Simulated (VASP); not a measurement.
# BN (P3m1) in VASP: notebook

The runs below take BN through single point, with r2SCAN.

All numbers are computed with VASP 6.6.1; they aren't measurements. Logs are shortened: lines on timing, memory, paths and dates and some standing lists are left out, and cuts for length are marked.

### 1 The cell of the first run

The structure is trigonal, space group P3m1 (No. 156). The conventional cell has a = 2.552 Å, b = 2.552 Å, c = 12.204 Å, α = 90.00°, β = 90.00°, γ = 120.00°. B (site symmetry 3m) has 4 N at 1.56 Å within 2.1 Å. Within 2.1 Å of B (site symmetry 3m) lie 4 N at 1.56 Å. Within 2.1 Å of B (site symmetry 3m) lie 4 N at 1.56 Å. Within 2.1 Å of B (site symmetry 3m) lie 4 N at 1.56 Å. B (site symmetry 3m) has 4 N at 1.56 Å within 2.1 Å. Within 1.7 Å of B (site symmetry 3m) lie 4 N at 1.26 to 1.56 Å. N (site symmetry 3m) has 4 B at 1.56 Å within 2.1 Å. Within 2.1 Å of N (site symmetry 3m) lie 4 B at 1.56 Å.

### 2 Single point, r2SCAN (the distance across one plane changed)

The input, POSCAR:

```
BN
1.0
    1.8048137541     -1.8048137541      0.0000000000
    1.8048137541      0.0000000000     -1.8048137541
    7.0460499356      7.0460499356      7.0460499356
B N
6 6
Direct
    1.0000000000      0.0000000000      0.4055295040
    0.3333333333      0.3333333333      0.2347658591
    0.6666666667      0.6666666667      0.5762931489
    1.0000000000      1.0000000000      0.9178204388
    0.3333333333      0.3333333333      0.7470567939
    0.6666666667      0.6666666667      0.0640022141
    0.6666666667      0.6666666667      0.4482204152
    0.0000000000      0.0000000000      0.2774567703
    0.3333333333      0.3333333333      0.6189840602
    0.6666666667      0.6666666667      0.9605113500
    0.0000000000      0.0000000000      0.7897477051
    0.3333333333      0.3333333333      0.1066931254
```

The input, INCAR.step1:

```
PREC = Accurate
ENCUT = 520
ISMEAR = 0
SIGMA = 0.05
LREAL = False
LASPH = True
NELM = 100
NBANDS = 36
GGA = PE
ALGO = Normal
EDIFF = 1E-4
LWAVE = True
LCHARG = False
```

The input, INCAR.step2:

```
PREC = Accurate
ENCUT = 520
EDIFF = 1E-6
ISMEAR = 0
SIGMA = 0.05
LREAL = False
LASPH = True
NELM = 100
ALGO = Normal
ISIF = 2
LWAVE = False
LCHARG = False
METAGGA = R2SCAN
LMIXTAU = True
NBANDS = 36
ISTART = 1
```

The input, KPOINTS:

```
regular mesh
0
Gamma
  10 10 2
```

Potentials or basis: VASP PAW PBE potentials, release 64 (B, N).

Launch:

```bash
cat potpaw_PBE.64/B/POTCAR potpaw_PBE.64/N/POTCAR > POTCAR
cp INCAR.step1 INCAR
mpirun -np 1 vasp_std > vasp.out
cp INCAR.step2 INCAR
mpirun -np 1 vasp_std > vasp.out
```

OUTCAR:

```text
PREC = Accurate
   ENCUT = 520
   EDIFF = 1E-6
   ISMEAR = 0
   LREAL = False
   LASPH = True
   NELM = 100
   ISIF = 2
   METAGGA = R2SCAN
   ISTART = 1

 ion  position               nearest neighbor table
   1  0.000  0.000  0.406-   7 1.56   7 1.56   7 1.56   8 1.56
   2  0.333  0.333  0.235-   8 1.56   8 1.56   8 1.56  12 1.56
   3  0.667  0.667  0.576-   7 1.56   9 1.56   9 1.56   9 1.56
   4  0.000  0.000  0.918-  10 1.56  10 1.56  10 1.56  11 1.56
   5  0.333  0.333  0.747-  11 1.56  11 1.56  11 1.56   9 1.56
   6  0.667  0.667  0.064-  10 1.26  12 1.56  12 1.56  12 1.56
   7  0.667  0.667  0.448-   1 1.56   1 1.56   1 1.56   3 1.56
   8  0.000  0.000  0.277-   2 1.56   2 1.56   2 1.56   1 1.56
   9  0.333  0.333  0.619-   5 1.56   3 1.56   3 1.56   3 1.56
  10  0.667  0.667  0.961-   6 1.26   4 1.56   4 1.56   4 1.56
  11  0.000  0.000  0.790-   5 1.56   5 1.56   5 1.56   4 1.56
  12  0.333  0.333  0.107-   2 1.56   6 1.56   6 1.56   6 1.56

  LATTYP: Found a hexagonal cell.
 ALAT       =     2.5523920886
 C/A-ratio  =     4.7814426849

  Lattice vectors:

 A1 = (  -1.8048137541,   0.0000000000,   1.8048137541)
 A2 = (   1.8048137541,  -1.8048137541,   0.0000000000)
 A3 = (   7.0460499356,   7.0460499356,   7.0460499356)

Analysis of symmetry for initial positions (statically):
=====================================================================
 Subroutine PRICEL returns:
 Original cell was already a primitive cell.

 Routine SETGRP: Setting up the symmetry group for a
 hexagonal supercell.

 Subroutine GETGRP returns: Found  6 space group operations
 (whereof  6 operations were pure point group operations)
 out of a pool of 24 trial point group operations.

The static configuration has the point symmetry C_3v.

Analysis of symmetry for dynamics (positions and initial velocities):
=====================================================================
 Subroutine PRICEL returns:
 Original cell was already a primitive cell.

 Routine SETGRP: Setting up the symmetry group for a
 hexagonal supercell.

 Subroutine GETGRP returns: Found  6 space group operations
 (whereof  6 operations were pure point group operations)
 out of a pool of 24 trial point group operations.

The dynamic configuration has the point symmetry C_3v.

 Subroutine INISYM returns: Found  6 space group operations
 (whereof  6 operations are pure point group operations),
 and found     1 'primitive' translations

----------------------------------------------------------------------------------------

                                     Primitive cell

  volume of cell :      68.8544

  direct lattice vectors                    reciprocal lattice vectors
     1.804813754 -1.804813754  0.000000000     0.184691264 -0.369382528  0.184691264
     1.804813754  0.000000000 -1.804813754     0.184691264  0.184691264 -0.369382528
     7.046049936  7.046049936  7.046049936     0.047307830  0.047307830  0.047307830

  length of vectors
     2.552392089  2.552392089 12.204116481     0.452399356  0.452399356  0.081939565

  position of ions in fractional coordinates (direct lattice)
     0.000000000  0.000000000  0.405529504
     0.333333333  0.333333333  0.234765859
     0.666666667  0.666666667  0.576293149
     0.000000000  0.000000000  0.917820439
     0.333333333  0.333333333  0.747056794
     0.666666667  0.666666667  0.064002214
     0.666666667  0.666666667  0.448220415
     0.000000000  0.000000000  0.277456770
     0.333333333  0.333333333  0.618984060
     0.666666667  0.666666667  0.960511350
     0.000000000  0.000000000  0.789747705
     0.333333333  0.333333333  0.106693125

  ion indices of the primitive-cell ions
   primitive index   ion index
                 1           1
                 2           2
                 3           3
                 4           4
                 5           5
                 6           6
                 7           7
                 8           8
                 9           9
                10          10
                11          11
                12          12

----------------------------------------------------------------------------------------

 KPOINTS: regular mesh

Automatic generation of k-mesh.
 Grid dimensions read from file:
 generate k-points for:   10   10    2

 Generating k-lattice:

  Cartesian coordinates                     Fractional coordinates (reciprocal lattice)
     0.018469126 -0.036938253  0.018469126     0.100000000  0.000000000  0.000000000
     0.018469126  0.018469126 -0.036938253     0.000000000  0.100000000  0.000000000
     0.023653915  0.023653915  0.023653915     0.000000000  0.000000000  0.500000000

  Length of vectors
     0.045239936  0.045239936  0.040969783

  Shift w.r.t. Gamma in fractional coordinates (k-lattice)
     0.000000000  0.000000000  0.000000000

 Subroutine IBZKPT returns following result:
 ===========================================

 Found     28 irreducible k-points:

 Following reciprocal coordinates:
            Coordinates               Weight
  0.000000  0.000000  0.000000      1.000000
  0.100000  0.000000  0.000000      6.000000
  0.200000  0.000000  0.000000      6.000000
  0.300000  0.000000  0.000000      6.000000
  0.400000  0.000000  0.000000      6.000000
  0.500000  0.000000  0.000000      3.000000
[... 16 lines left out ...]
  0.400000  0.100000  0.500000     12.000000
  0.500000  0.100000  0.500000     12.000000
 [... further k-points ...]
   k-points           NKPTS =     28   k-points in BZ     NKDIM =     28   number of bands    NBANDS=     36
   number of dos      NEDOS =    301   number of ions     NIONS =     12
   total plane-waves  NPLWV =  38400
   dimension x,y,z NGX =    20 NGY =   20 NGZ =   96
   dimension x,y,z NGXF=    40 NGYF=   40 NGZF=  192
   ions per type =               6   6
   NGX,Y,Z   is equivalent  to a cutoff of  13.03, 13.03, 13.08 a.u.
   NGXF,Y,Z  is equivalent  to a cutoff of  26.05, 26.05, 26.15 a.u.
 SYSTEM =  unknown system
   PREC   = accura    normal or accurate (medium, high low for compatibility)
   ISTART =      1    job   : 0-new  1-cont  2-samecut
   ICHARG =      0    charge: 1-file 2-atom 10-const
   ISPIN  =      1    spin polarized calculation?
   LNONCOLLINEAR =      F non collinear calculations
   LSORBIT =      F    spin-orbit coupling
   LASPH  =      T    aspherical Exc in radial PAW
   ENCUT  =  520.0 eV  38.22 Ry    6.18 a.u.   4.75  4.75 22.69*2*pi/ulx,y,z
   NELM   =    100;   NELMIN=  2; NELMDL=  0     # of ELM steps
   EDIFF  = 0.1E-05   stopping-criterion for ELM
   LREAL  =      F    real-space projection
   EDIFFG = 0.1E-04   stopping-criterion for IOM
   NSW    =      0    number of steps for IOM
   IBRION =     -1    ionic relax: 0-MD 1-quasi-New 2-CG
   NFREE  =      0    steps in history (QN), initial steepest desc. (CG)
   ISIF   =      2    stress and relaxation
   ISYM   =      2    0-nonsym 1-usesym 2-fastsym
   POTIM  = 0.5000    time-step for ionic-motion
   TEBEG  =    0.0;   TEEND  =   0.0 temperature during run
   PSTRESS=    0.0 pullay stress
   NELECT =      48.0000    total number of electrons
   NUPDOWN=      -1.0000    fix difference up-down
   EMIN   =  10.00;   EMAX   =-10.00  energy-range for DOS
   EFERMI =   0.00;   METHOD = LEGACY
   ISMEAR =     0;   SIGMA  =   0.05  broadening in eV -4-tet -1-fermi 0-gaus
   EFERMI_NEDOS =   21; number of points for ismear=-14 and -15
   IALGO  =     38    algorithm
   IMIX   =      4    mixing-type and parameters
     AMIX     =   0.40;   BMIX     =  1.00
     AMIX_MAG =   1.60;   BMIX_MAG =  1.00
  volume/ion in A,a.u.               =       5.74        38.72
  Fermi-wavevector in a.u.,A,eV,Ry     =   1.451592  2.743112 28.669111  2.107120
  Thomas-Fermi vector in A             =   2.569072
   LORBIT       =      0    0 simple, 1 ext, 2 COOP (PROOUT), +10 PAW based schemes
   METAGGA = R2SCAN    functional components
   LHFCALC =     F    Hartree Fock is set to
   AEXX    =    0.0000 exact exchange contribution
   IVDW    =     0    specifies the selected vdW correction
   LEPSILON=     F    determine dielectric tensor
   LRPA    =     F    only Hartree local field effects (RPA)
 non-spin polarized calculation
 Gauss-broadening in eV      SIGMA  =   0.05
  energy-cutoff  :      520.00
  volume of cell :       68.85
 maximum number of plane-waves:      1870
   NGX =  9   NGY =  9   NGZ = 45

 number of electron      48.0000000 magnetization

 Free energy of the ion-electron system (eV)
  ---------------------------------------------------
  ext. energy  EPLUGINS =         0.00000000
  ---------------------------------------------------
  free energy    TOTEN  =      -113.30359336 eV

  energy without entropy =     -113.30359336  energy(sigma->0) =     -113.30359336

 E-fermi :   8.1981     XC(G=0): -13.7884

 val. band max:        7.9417148342   @ k =   0.0000   0.0000   0.0000
 cond. band min:      12.3871725630   @ k =   0.5000   0.0000   0.0000
 fundamental gap:      4.4454577288
 Fermi energy:         8.1981495510

 k-point     1 :       0.0000    0.0000    0.0000
  band No.  band energies     occupation
      1     -14.8569      2.00000
      2     -13.4887      2.00000
      3     -12.9100      2.00000
      4     -11.4537      2.00000
      5     -10.9128      2.00000
      6      -9.1936      2.00000
[... 28 lines left out ...]
     35      18.4606      0.00000
     36      18.7960      0.00000

 k-point     2 :       0.1000    0.0000    0.0000
  band No.  band energies     occupation
      1     -14.6382      2.00000
      2     -13.2684      2.00000
      3     -12.6904      2.00000
      4     -11.2534      2.00000
      5     -10.7146      2.00000
      6      -9.0303      2.00000
[... 28 lines left out ...]
     35      18.9629      0.00000
     36      18.9983      0.00000

 k-point     3 :       0.2000    0.0000    0.0000
  band No.  band energies     occupation
      1     -13.9960      2.00000
      2     -12.6207      2.00000
      3     -12.0455      2.00000
      4     -10.6763      2.00000
      5     -10.1458      2.00000
      6      -8.5829      2.00000
[... 28 lines left out ...]
     35      19.9891      0.00000
     36      20.1093      0.00000

 k-point     4 :       0.3000    0.0000    0.0000
  band No.  band energies     occupation
      1     -12.9847      2.00000
      2     -11.5990      2.00000
      3     -11.0303      2.00000
      4      -9.8261      2.00000
      5      -9.3125      2.00000
      6      -8.0258      2.00000
[... 28 lines left out ...]
     35      19.9251      0.00000
     36      20.4282      0.00000

 k-point     5 :       0.4000    0.0000    0.0000
  band No.  band energies     occupation
      1     -11.7781      2.00000
      2     -10.3709      2.00000
      3      -9.8071      2.00000
      4      -9.0701      2.00000
      5      -8.5061      2.00000
      6      -7.7843      2.00000
[... 655 lines left out ...]
 k-point    22 :       0.3000    0.1000    0.5000
  band No.  band energies     occupation
      1     -13.3748      2.00000
      2     -12.0728      2.00000
      3     -11.1391      2.00000
      4     -10.6434      2.00000
      5      -9.1254      2.00000
      6      -8.4353      2.00000
[... 28 lines left out ...]
     35      20.1874      0.00000
     36      20.2879      0.00000

 k-point    23 :       0.4000    0.1000    0.5000
  band No.  band energies     occupation
      1     -12.2451      2.00000
      2     -10.9014      2.00000
      3     -10.0878      2.00000
      4      -9.6103      2.00000
      5      -8.5035      2.00000
      6      -7.8572      2.00000
[... 28 lines left out ...]
     35      20.2234      0.00000
     36      20.6806      0.00000

 k-point    24 :       0.5000    0.1000    0.5000
  band No.  band energies     occupation
      1     -11.1572      2.00000
      2      -9.7157      2.00000
      3      -9.2100      2.00000
      4      -8.6902      2.00000
      5      -8.3870      2.00000
      6      -7.7409      2.00000
[... 28 lines left out ...]
     35      20.0531      0.00000
     36      20.7746      0.00000

 [... further k-points ...]
[... 5 lines left out ...]
  --------------------------------------------------------------------------------------
  -------------------------------------------------------------------------------------
  Total        7.9083816      7.9083816      7.9083816      6.2946290      6.2946290      6.2946290
  in kB      184.0206010    184.0206010    184.0206010    146.4700950    146.4700950    146.4700950
  external PRESSURE =     184.0206010 kB  Pullay stress =       0.0000000 kB

 VOLUME and BASIS-vectors are now :
 -----------------------------------------------------------------------------
  energy-cutoff  :      520.00
  volume of cell :       68.85
      direct lattice vectors                 reciprocal lattice vectors
     1.804813754 -1.804813754  0.000000000     0.184691264 -0.369382528  0.184691264
     1.804813754  0.000000000 -1.804813754     0.184691264  0.184691264 -0.369382528
     7.046049936  7.046049936  7.046049936     0.047307830  0.047307830  0.047307830

 POSITION                                       TOTAL-FORCE (eV/Angst)
 -----------------------------------------------------------------------------------
      2.85738      2.85738      2.85738        -0.182012     -0.182012     -0.182012
      2.85738      1.05257      1.05257        -0.192065     -0.192065     -0.192065
      6.46701      2.85738      2.85738        -0.181902     -0.181902     -0.181902
      6.46701      6.46701      6.46701        -1.069871     -1.069871     -1.069871
      6.46701      4.66219      4.66219        -0.190297     -0.190297     -0.190297
      2.85738     -0.75225     -0.75225         7.291729      7.291729      7.291729
      5.56460      1.95497      1.95497         0.181402      0.181402      0.181402
      1.95497      1.95497      1.95497         0.187933      0.187933      0.187933
      5.56460      3.75979      3.75979         0.182345      0.182345      0.182345
      9.17423      5.56460      5.56460        -7.619024     -7.619024     -7.619024
      5.56460      5.56460      5.56460         0.197866      0.197866      0.197866
      1.95497      0.15016      0.15016         1.393896      1.393896      1.393896
 -----------------------------------------------------------------------------------
    total drift:                                0.000390      0.000390      0.000390

  FREE ENERGIE OF THE ION-ELECTRON SYSTEM (eV)
  ---------------------------------------------------
  free  energy   TOTEN  =      -113.3035933626 eV

  energy  without entropy=     -113.3035933626  energy(sigma->0) =     -113.30359336
```

It took 8.9 min on 1 thread of AMD EPYC 7R13, shared host; peak memory 0.19 GiB.

Results:

| Property | Result |
| --- | --- |
| Free energy | -113.3036 eV |
| Pressure | 18.4 GPa |
| Largest force | 13.197 eV/Å |
| Band gap on the k mesh | 4.45 eV |

Forces in eV/Å, atoms in the order of the input:
```
B   -0.182 -0.182 -0.182
B   -0.192 -0.192 -0.192
B   -0.182 -0.182 -0.182
B   -1.070 -1.070 -1.070
B   -0.190 -0.190 -0.190
B    7.292  7.292  7.292
N    0.181  0.181  0.181
N    0.188  0.188  0.188
N    0.182  0.182  0.182
N   -7.619 -7.619 -7.619
N    0.198  0.198  0.198
N    1.394  1.394  1.394
```

Caveat: the cell differs from its parent crystal (the distance across one plane changed); the cell stands under pressure; the PAW data sets were made with another functional, which shifts forces and pressure a little. A k mesh can miss the band edges.

### 3 Single point, r2SCAN (the distance across one plane changed)

The input, POSCAR:

```
BN
1.0
    1.8048137541     -1.8048137541      0.0000000000
    1.8048137541      0.0000000000     -1.8048137541
    7.3635925837      7.3635925837      7.3635925837
B N
6 6
Direct
    1.0000000000      0.0000000000      0.3880417205
    0.3333333333      0.3333333333      0.2246419730
    0.6666666667      0.6666666667      0.5514414681
    1.0000000000      1.0000000000      0.8782409633
    0.3333333333      0.3333333333      0.7148412157
    0.6666666667      0.6666666667      0.0612422254
    0.6666666667      0.6666666667      0.4288916574
    0.0000000000      0.0000000000      0.2654919099
    0.3333333333      0.3333333333      0.5922914050
    0.6666666667      0.6666666667      0.9190909001
    0.0000000000      0.0000000000      0.7556911526
    0.3333333333      0.3333333333      0.1020921623
```

The input, INCAR.step1:

```
SYSTEM = BN
PREC = Accurate ; ENCUT = 520
ISMEAR = 0 ; SIGMA = 0.05
LREAL = .FALSE. ; LASPH = .TRUE.
NELM = 80 ; NBANDS = 36
GGA = PE ; ALGO = Normal
EDIFF = 1E-4 ; LWAVE = .TRUE.
LCHARG = .FALSE.
```

The input, INCAR.step2:

```
SYSTEM = BN
PREC = Accurate ; ENCUT = 520
EDIFF = 1E-6 ; ISMEAR = 0
SIGMA = 0.05 ; LREAL = .FALSE.
LASPH = .TRUE. ; NELM = 80
ALGO = Normal ; ISIF = 2
LWAVE = .FALSE. ; LCHARG = .FALSE.
METAGGA = R2SCAN ; LMIXTAU = .TRUE.
NBANDS = 36 ; ISTART = 1
```

The input, KPOINTS:

```
Automatic mesh
0
G
  10 10 2
  0 0 0
```

Potentials or basis: VASP PAW PBE potentials, release 64 (B, N).

Launch:

```bash
cat potpaw_PBE.64/B/POTCAR potpaw_PBE.64/N/POTCAR > POTCAR
cp INCAR.step1 INCAR
mpirun -np 1 vasp_std > vasp.out
cp INCAR.step2 INCAR
mpirun -np 1 vasp_std > vasp.out
```

Run time: 8 min. Hardware: 1 thread of AMD EPYC 7R13, shared host; peak memory 0.19 GiB.

It converged, with:

* Free energy: -114.5834 eV
* Pressure: -4.0 GPa
* Largest force: 2.017 eV/Å
* Band gap on the k mesh: 4.50 eV

Forces on the atoms (eV/Å):
```
B    0.147  0.147  0.147
B    0.171  0.171  0.171
B    0.145  0.145  0.145
B    0.657  0.657  0.657
B    0.150  0.150  0.150
B   -1.112 -1.112 -1.112
N   -0.145 -0.145 -0.145
N   -0.151 -0.151 -0.151
N   -0.146 -0.146 -0.146
N    1.164  1.164  1.164
N   -0.169 -0.169 -0.169
N   -0.711 -0.711 -0.711
```

Stress tensor (GPa, compression positive):
```
-3.95 -3.88 -3.88
-3.88 -3.95 -3.88
-3.88 -3.88 -3.95
```

Levels at points of the mesh, in eV from the valence-band top:
| k point | band 20 | band 21 | band 22 | band 23 | band 24 | band 25 | band 26 | band 27 | band 28 | band 29 |
| --- | --- | --- | --- | --- | --- | --- | --- | --- | --- | --- |
| (0.00, 0.00, 0.00) | -0.71 | -0.71 | -0.23 | 0.00 | 0.00 | 7.84 | 9.16 | 9.16 | 9.56 | 9.80 |
| (0.50, 0.00, 0.00) | -3.78 | -3.50 | -3.09 | -2.20 | -2.08 | 4.50 | 6.23 | 6.66 | 8.65 | 9.14 |
| (0.00, 0.00, 0.50) | -0.95 | -0.63 | -0.63 | -0.02 | -0.02 | 7.96 | 9.23 | 9.23 | 9.51 | 9.77 |
| (0.50, 0.00, 0.50) | -3.83 | -3.03 | -2.86 | -2.35 | -2.26 | 4.82 | 5.44 | 7.58 | 8.00 | 8.99 |

Caveat: the cell differs from its parent crystal (the distance across one plane changed); the cell stands under tension; the PAW data sets were made with another functional, which shifts forces and pressure a little.
